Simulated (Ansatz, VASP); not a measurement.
**One calculation of HfC, two programs**

INCAR

```
PREC = Accurate
ENCUT = 520
EDIFF = 1E-7
ISMEAR = 0
SIGMA = 0.15
LREAL = False
LASPH = True
NELM = 60
ALGO = Normal
ISIF = 2
LWAVE = False
LCHARG = False
GGA = PS
NBANDS = 14
```

Contents of KPOINTS:

```
regular mesh
0
Gamma
  20 20 20
```

File POSCAR:

```
HfC
1.0
    0.0000000000      2.1303052604      2.7693968386
    2.1303052604      0.0000000000      2.7693968386
    2.1303052604      2.1303052604      0.0000000000
Hf C
1 1
Direct
    0.5000000000      0.5000000000      0.5000000000
    0.0000000000      0.0000000000      0.0000000000
```

Input for Ansatz:

```yaml
crystal:
  lattice:
    - [0.0, 2.1303052604, 2.7693968386]
    - [2.1303052604, 0.0, 2.7693968386]
    - [2.1303052604, 2.1303052604, 0.0]
  atoms:
    - { symbol: Hf, position: [0.5, 0.5, 0.5] }
    - { symbol: C, position: [0.0, 0.0, 0.0] }
basis:
  ecutwfc: 420
kpoints:
  mp_grid: { grid: [20, 20, 20] }
hamiltonian:
  xc: pbesol
scf:
  occupations: { method: gaussian, width: 0.15 }
output:
  forces: true
  stress: true
  eigenvalues: true
  write_density: true
  write_potential: true
  elf: true
  volumetric_format: npy
```

Alike in both runs: task single point; functional PBEsol; k mesh 20 × 20 × 20; occupations gaussian, width 0.15 eV; no spin polarisation.

```csv
,VASP,Ansatz
version,VASP 6.6.1,Ansatz 0.2.0
potentials or method,"VASP PAW PBE potentials, release 64 (Hf_pv, C), cutoff 520 eV","scalar-relativistic, plane waves, PAW"
valence electrons in the cell,14,30
```

```csv
,VASP,Ansatz,Ansatz less VASP
gap on the k mesh at the Fermi level (eV),none,none,-
pressure (GPa),23.3,22.8,-0.57
"traceless stress, the component that is largest in VASP (GPa)",-58.51,-57.43,+1.080
```

VASP's potentials were made for PBE, not for PBEsol. A gap of «none» marks a metal or a gap that the smearing closes. VASP's potentials hold 14 valence electrons a cell and Ansatz's 30, so a difference there can come from the potentials and not from the codes.

Spin-orbit coupling is off throughout.
